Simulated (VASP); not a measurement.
# Pt (P6_3/mmc) in VASP: notebook, part 2 of 2

VASP 6.6.1. Earlier steps stand in the parts before.

**4. Single point, r2SCAN (volume scaled by 0.88, then relaxed in part)**

POSCAR

```
Pt
1.0
    2.6344747735      0.0000000000      0.0000000000
   -1.3172373867      2.2815220795      0.0000000000
    0.0000000000      0.0000000000      4.5129362175
Pt
2
Direct
    0.6666666667      0.3333333333      0.7500000000
    0.3333333333      0.6666666667      0.2500000000
```

INCAR.step1

```
SYSTEM = Pt
PREC = Accurate ; ENCUT = 520
ISMEAR = 0 ; SIGMA = 0.1
LREAL = .False. ; LASPH = .True.
NELM = 60 ; NBANDS = 17
GGA = PE ; ALGO = Normal
EDIFF = 1E-4 ; LWAVE = .True.
LCHARG = .False.
```

INCAR.step2

```
SYSTEM = Pt
PREC = Accurate ; ENCUT = 520
EDIFF = 1E-7 ; ISMEAR = 0
SIGMA = 0.1 ; LREAL = .False.
LASPH = .True. ; NELM = 60
ALGO = Normal ; ISIF = 2
LWAVE = .False. ; LCHARG = .False.
METAGGA = R2SCAN ; LMIXTAU = .True.
NBANDS = 17 ; ISTART = 1
```

KPOINTS

```
Automatic mesh
0
Gamma
  18 18 10
  0 0 0
```

Potentials or basis: VASP PAW PBE potentials, release 64 (Pt).

On the command line:

```bash
$ cat potpaw_PBE.64/Pt/POTCAR > POTCAR
$ cp INCAR.step1 INCAR
$ mpirun -np 1 vasp_std > vasp.out
$ cp INCAR.step2 INCAR
$ mpirun -np 1 vasp_std > vasp.out
```

OUTCAR:

```text
SYSTEM = Pt
   PREC = Accurate
   ENCUT = 520
   EDIFF = 1E-7
   ISMEAR = 0
   LREAL = .False.
   LASPH = .True.
   NELM = 60
   ISIF = 2
   METAGGA = R2SCAN
   ISTART = 1

 ion  position               nearest neighbor table
   1  0.667  0.333  0.750-   2 2.72   2 2.72   2 2.72   2 2.72   2 2.72   2 2.72
   2  0.333  0.667  0.250-   1 2.72   1 2.72   1 2.72   1 2.72   1 2.72   1 2.72

  LATTYP: Found a hexagonal cell.
 ALAT       =     2.6344747735
 C/A-ratio  =     1.7130307198

  Lattice vectors:

 A1 = (   2.6344747735,   0.0000000000,   0.0000000000)
 A2 = (  -1.3172373867,   2.2815220795,   0.0000000000)
 A3 = (   0.0000000000,   0.0000000000,   4.5129362175)

Analysis of symmetry for initial positions (statically):
=====================================================================
 Subroutine PRICEL returns:
 Original cell was already a primitive cell.

 Routine SETGRP: Setting up the symmetry group for a
 hexagonal supercell.

 Subroutine GETGRP returns: Found 24 space group operations
 (whereof 12 operations were pure point group operations)
 out of a pool of 24 trial point group operations.

The static configuration has the point symmetry D_3d.
 The point group associated with its full space group is D_6h.

Analysis of symmetry for dynamics (positions and initial velocities):
=====================================================================
 Subroutine PRICEL returns:
 Original cell was already a primitive cell.

 Routine SETGRP: Setting up the symmetry group for a
 hexagonal supercell.

 Subroutine GETGRP returns: Found 24 space group operations
 (whereof 12 operations were pure point group operations)
 out of a pool of 24 trial point group operations.

The dynamic configuration has the point symmetry D_3d.
 The point group associated with its full space group is D_6h.

 Subroutine INISYM returns: Found 24 space group operations
 (whereof 12 operations are pure point group operations),
 and found     1 'primitive' translations

[... 110 lines left out ...]
   EFERMI_NEDOS =   21; number of points for ismear=-14 and -15
   IALGO  =     38    algorithm
   IMIX   =      4    mixing-type and parameters
     AMIX     =   0.40;   BMIX     =  1.00
     AMIX_MAG =   1.60;   BMIX_MAG =  1.00
  volume/ion in A,a.u.               =      13.56        91.53
  Fermi-wavevector in a.u.,A,eV,Ry     =   1.478968  2.794845 29.760665  2.187347
  Thomas-Fermi vector in A             =   2.593184
   LORBIT       =      0    0 simple, 1 ext, 2 COOP (PROOUT), +10 PAW based schemes
   METAGGA = R2SCAN    functional components
   LHFCALC =     F    Hartree Fock is set to
   AEXX    =    0.0000 exact exchange contribution
   IVDW    =     0    specifies the selected vdW correction
   LEPSILON=     F    determine dielectric tensor
   LRPA    =     F    only Hartree local field effects (RPA)
 non-spin polarized calculation
 Gauss-broadening in eV      SIGMA  =   0.10
  energy-cutoff  :      520.00
  volume of cell :       27.13
 maximum number of plane-waves:       756
 NGX is ok and might be reduce to    20
   NGX =  9   NGY =  9   NGZ = 17

 number of electron      20.0000001 magnetization

 Free energy of the ion-electron system (eV)
  ---------------------------------------------------
  ext. energy  EPLUGINS =         0.00000000
  ---------------------------------------------------
  free energy    TOTEN  =      -102.38293879 eV

  energy without entropy =     -102.36801834  energy(sigma->0) =     -102.37547856

 E-fermi :  13.1468     XC(G=0): -15.3895

 val. band max:       13.1442446344   @ k =   0.3889   0.0556   0.1000
 cond. band min:      13.1506411172   @ k =   0.2222   0.1667   0.4000
 fundamental gap:      0.0063964828
 Fermi energy:        13.1467836960

 k-point     1 :       0.0000    0.0000    0.0000
  band No.  band energies     occupation
      1       1.3909      2.00000
      2       4.2201      2.00000
      3       8.0826      2.00000
      4       8.6328      2.00000
      5       8.6328      2.00000
      6       9.1505      2.00000
[... 457 lines left out ...]
      4       8.5367      2.00000
      5       8.8729      2.00000
      6       8.9176      2.00000
[... 9 lines left out ...]
     16      27.3163      0.00000
     17      28.3426      0.00000

 [... further k-points ...]
[... 5 lines left out ...]
  --------------------------------------------------------------------------------------
  -------------------------------------------------------------------------------------
  Total        8.3225812      8.3225812      8.2579122      0.0000000      0.0000000     -0.0000000
  in kB      491.5760421    491.5760421    487.7563469      0.0000000      0.0000000     -0.0000000
  external PRESSURE =     490.3028104 kB  Pullay stress =       0.0000000 kB

 VOLUME and BASIS-vectors are now :
 -----------------------------------------------------------------------------
  energy-cutoff  :      520.00
  volume of cell :       27.13
      direct lattice vectors                 reciprocal lattice vectors
     2.634474774  0.000000000  0.000000000     0.379582302  0.219151944  0.000000000
    -1.317237387  2.281522080  0.000000000     0.000000000  0.438303889  0.000000000
     0.000000000  0.000000000  4.512936218     0.000000000  0.000000000  0.221585228

 POSITION                                       TOTAL-FORCE (eV/Angst)
 -----------------------------------------------------------------------------------
      1.31724      0.76051      3.38470         0.000000     -0.000000      0.000000
     -0.00000      1.52101      1.12823        -0.000000      0.000000      0.000000
 -----------------------------------------------------------------------------------
    total drift:                               -0.000000      0.000000     -0.000000

  FREE ENERGIE OF THE ION-ELECTRON SYSTEM (eV)
  ---------------------------------------------------
  free  energy   TOTEN  =      -102.3829387878 eV

  energy  without entropy=     -102.3680183416  energy(sigma->0) =     -102.37547856
```

OUTCAR.step1:

```text
SYSTEM = Pt
   PREC = Accurate
   ENCUT = 520
   ISMEAR = 0
   LREAL = .False.
   LASPH = .True.
[... 705 lines left out ...]
      1.31724      0.76051      3.38470         0.000000     -0.000000      0.000000
     -0.00000      1.52101      1.12823        -0.000000      0.000000      0.000000
 -----------------------------------------------------------------------------------
    total drift:                               -0.000000      0.000000     -0.000000

  FREE ENERGIE OF THE ION-ELECTRON SYSTEM (eV)
  ---------------------------------------------------
  free  energy   TOTEN  =       -11.4679004651 eV

  energy  without entropy=      -11.4517510907  energy(sigma->0) =      -11.45982578
```

OSZICAR.step1:

```text
N       E                     dE             d eps       ncg     rms          rms(c)
DAV:   1     0.106524613603E+03    0.10652E+03   -0.10671E+04  7556   0.115E+03
DAV:   2    -0.102859657824E+02   -0.11681E+03   -0.11135E+03  8131   0.255E+02
DAV:   3    -0.121702958289E+02   -0.18843E+01   -0.18662E+01  9336   0.325E+01
DAV:   4    -0.121792931782E+02   -0.89973E-02   -0.89961E-02  8982   0.233E+00
DAV:   5    -0.121793745407E+02   -0.81362E-04   -0.81362E-04  9368   0.227E-01    0.254E+01
DAV:   6    -0.115845167974E+02    0.59486E+00   -0.71275E-01  8001   0.783E+00    0.137E+01
DAV:   7    -0.114786500743E+02    0.10587E+00   -0.26915E-01  8617   0.483E+00    0.261E+00
DAV:   8    -0.114683194697E+02    0.10331E-01   -0.37693E-02  8223   0.168E+00    0.830E-01
DAV:   9    -0.114678868202E+02    0.43265E-03   -0.55188E-04  8805   0.207E-01    0.335E-02
DAV:  10    -0.114679004651E+02   -0.13645E-04   -0.92008E-06  4293   0.209E-02
   1 F= -.11467900E+02 E0= -.11459826E+02  d E =-.161494E-01
```

Wall time 3.3 min (1 thread of Intel Xeon 6975P-C, shared host); peak memory 0.22 GiB.

Results:

```yaml
Free_energy: -102.3829 eV
Pressure: 49.0 GPa
Band_gap_on_the_k_mesh: zero (band 10 reaches 13.80 eV, above the bottom of band 11 at 12.04 eV)
```

Levels at points of the mesh, in eV from the Fermi level:
| k point | band 8 | band 9 | band 10 | band 11 | band 12 | band 13 |
| --- | --- | --- | --- | --- | --- | --- |
| (0.00, 0.00, 0.00) | -2.55 | -2.55 | -1.16 | -0.35 | -0.35 | 6.27 |
| (0.50, 0.00, 0.00) | 0.04 | 0.35 | 0.65 | 2.76 | 4.53 | 8.58 |
| (0.00, 0.00, 0.50) | -4.53 | -1.11 | -1.11 | -1.11 | -1.11 | 13.86 |
| (0.50, 0.00, 0.50) | -1.22 | 0.52 | 0.52 | 1.84 | 1.84 | 8.05 |

Caveat: the PAW data sets were made with another functional, which shifts forces and pressure a little; spin-orbit coupling is left out, which moves the levels of the heavy elements.

**5. Single point, r2SCAN (volume scaled by 0.91, then relaxed in part)**

POSCAR

```
Pt
1.0
    2.6608087165      0.0000000000      0.0000000000
   -1.3304043583      2.3043279431      0.0000000000
    0.0000000000      0.0000000000      4.5748693427
Pt
2
Direct
    0.6666666667      0.3333333333      0.7500000000
    0.3333333333      0.6666666667      0.2500000000
```

INCAR.step1

```
SYSTEM = Pt
ALGO = Normal ; EDIFF = 1E-4
ENCUT = 520 ; GGA = PE
ISMEAR = 0 ; LASPH = .TRUE.
LCHARG = .FALSE. ; LREAL = .FALSE.
LWAVE = .TRUE. ; NBANDS = 17
NELM = 60 ; PREC = Accurate
SIGMA = 0.1
```

INCAR.step2

```
SYSTEM = Pt
ALGO = Normal ; EDIFF = 1E-6
ENCUT = 520 ; ISIF = 2
ISMEAR = 0 ; ISTART = 1
LASPH = .TRUE. ; LCHARG = .FALSE.
LMIXTAU = .TRUE. ; LREAL = .FALSE.
LWAVE = .FALSE. ; METAGGA = R2SCAN
NBANDS = 17 ; NELM = 60
PREC = Accurate ; SIGMA = 0.1
```

KPOINTS

```
k-points
0
G
  18 18 10
  0 0 0
```

On the command line:

```bash
$ cat potpaw_PBE.64/Pt/POTCAR > POTCAR
$ cp INCAR.step1 INCAR
$ mpirun -np 1 vasp_std > vasp.out
$ cp INCAR.step2 INCAR
$ mpirun -np 1 vasp_std > vasp.out
```

It took 2.6 min on 1 thread of Intel Xeon 6975P-C, shared host; peak memory 0.22 GiB.

Results (log left out):

* Free energy: -102.6192 eV
* Pressure: 33.2 GPa
* Band gap on the k mesh: zero (band 10 reaches 13.06 eV, above the bottom of band 11 at 11.39 eV)

Stress tensor (GPa, compression positive):
```
33.37  0.00  0.00
 0.00 33.37  0.00
 0.00  0.00 33.01
```

Levels at points of the mesh, in eV from the Fermi level:
```csv
k point,band 6,band 7,band 8,band 9,band 10,band 11,band 12,band 13,band 14,band 15
"(0.00, 0.00, 0.00)",-3.80,-3.80,-2.39,-2.39,-1.02,-0.33,-0.33,5.94,15.75,16.63
"(0.50, 0.00, 0.00)",-3.60,-3.25,0.01,0.35,0.62,2.68,4.40,8.37,10.00,11.25
"(0.00, 0.00, 0.50)",-4.28,-4.28,-4.28,-1.04,-1.04,-1.04,-1.04,13.61,13.61,16.39
"(0.50, 0.00, 0.50)",-2.36,-1.12,-1.12,0.50,0.50,1.84,1.84,7.77,7.77,15.61
```

Caveat: the PAW data sets were made with another functional, which shifts forces and pressure a little; spin-orbit coupling is left out, which moves the levels of the heavy elements.

**6. Single point, r2SCAN (volume scaled by 0.94, then relaxed in part)**

POSCAR

```
Pt
1.0
    2.6860242575      0.0000000000      0.0000000000
   -1.3430121287      2.3261652422      0.0000000000
    0.0000000000      0.0000000000      4.6373791465
Pt
2
Direct
    0.6666666667      0.3333333333      0.7500000000
    0.3333333333      0.6666666667      0.2500000000
```

INCAR.step1

```
SYSTEM = Pt
PREC = Accurate
ENCUT = 520
ISMEAR = 0
SIGMA = 0.1
LREAL = .FALSE.
LASPH = .TRUE.
NELM = 60
NBANDS = 17
GGA = PE
ALGO = Normal
EDIFF = 1E-4
LWAVE = .TRUE.
LCHARG = .FALSE.
```

INCAR.step2

```
SYSTEM = Pt
PREC = Accurate
ENCUT = 520
EDIFF = 1E-6
ISMEAR = 0
SIGMA = 0.1
LREAL = .FALSE.
LASPH = .TRUE.
NELM = 60
ALGO = Normal
ISIF = 2
LWAVE = .FALSE.
LCHARG = .TRUE.
METAGGA = R2SCAN
LMIXTAU = .TRUE.
LELF = .TRUE.
LVHAR = .TRUE.
NBANDS = 17
ISTART = 1
```

KPOINTS

```
regular mesh
0
G
  18 18 10
  0 0 0
```

Potentials or basis: VASP PAW PBE potentials, release 64 (Pt).

On the command line:

```bash
$ cat potpaw_PBE.64/Pt/POTCAR > POTCAR
$ cp INCAR.step1 INCAR
$ mpirun -np 1 vasp_std > vasp.out
$ cp INCAR.step2 INCAR
$ mpirun -np 1 vasp_std > vasp.out
```

It took 3 min on 1 thread of Intel Xeon 6975P-C, shared host; peak memory 0.22 GiB.

It converged, with:

```yaml
Free_energy: -102.7726 eV
Pressure: 20.2 GPa
Band_gap_on_the_k_mesh: zero (band 10 reaches 12.37 eV, above the bottom of band 11 at 10.78 eV)
```

Stress tensor (GPa, compression positive):
```
20.36  0.00  0.00
 0.00 20.36  0.00
 0.00  0.00 20.01
```

Levels at points of the mesh, in eV from the Fermi level:
| k point | band 7 | band 8 | band 9 | band 10 | band 11 | band 12 | band 13 | band 14 |
| --- | --- | --- | --- | --- | --- | --- | --- | --- |
| (0.00, 0.00, 0.00) | -3.62 | -2.23 | -2.23 | -0.90 | -0.31 | -0.31 | 5.63 | 15.87 |
| (0.50, 0.00, 0.00) | -3.04 | -0.01 | 0.35 | 0.60 | 2.61 | 4.28 | 8.18 | 9.78 |
| (0.00, 0.00, 0.50) | -4.06 | -4.06 | -0.99 | -0.99 | -0.99 | -0.99 | 13.31 | 13.31 |
| (0.50, 0.00, 0.50) | -1.03 | -1.03 | 0.49 | 0.49 | 1.84 | 1.84 | 7.51 | 7.51 |

Caveat: the PAW data sets were made with another functional, which shifts forces and pressure a little; spin-orbit coupling is left out, which moves the levels of the heavy elements.

**7. Overview**

```csv
cell,k mesh,smearing,gap on the mesh (eV),pressure (GPa)
"a = 2.733, b = 2.733, c = 4.765 Å, angles 90.0, 90.0, 120.0°, 2 atoms",12 × 12 × 8,gaussian 0.15 eV,none,0.8
"a = 2.733, b = 2.733, c = 4.765 Å, angles 90.0, 90.0, 120.0°, 2 atoms",18 × 18 × 10,gaussian 0.1 eV,none,0.7
"a = 2.634, b = 2.634, c = 4.513 Å, angles 90.0, 90.0, 120.0°, 2 atoms",18 × 18 × 10,gaussian 0.1 eV,none,49.0
"a = 2.661, b = 2.661, c = 4.575 Å, angles 90.0, 90.0, 120.0°, 2 atoms",18 × 18 × 10,gaussian 0.1 eV,none,33.2
"a = 2.686, b = 2.686, c = 4.637 Å, angles 90.0, 90.0, 120.0°, 2 atoms",18 × 18 × 10,gaussian 0.1 eV,none,20.2
```

Alike in all rows: task single point; level r2SCAN; potentials or basis VASP PAW PBE potentials, release 64 (Pt); no spin polarisation; cutoff (eV) 520.

Caveats: the PAW data sets were made with another functional, which shifts forces and pressure a little; spin-orbit coupling is left out, which moves the levels of the heavy elements.

Absolute energies hang on the potentials; compare differences alone.
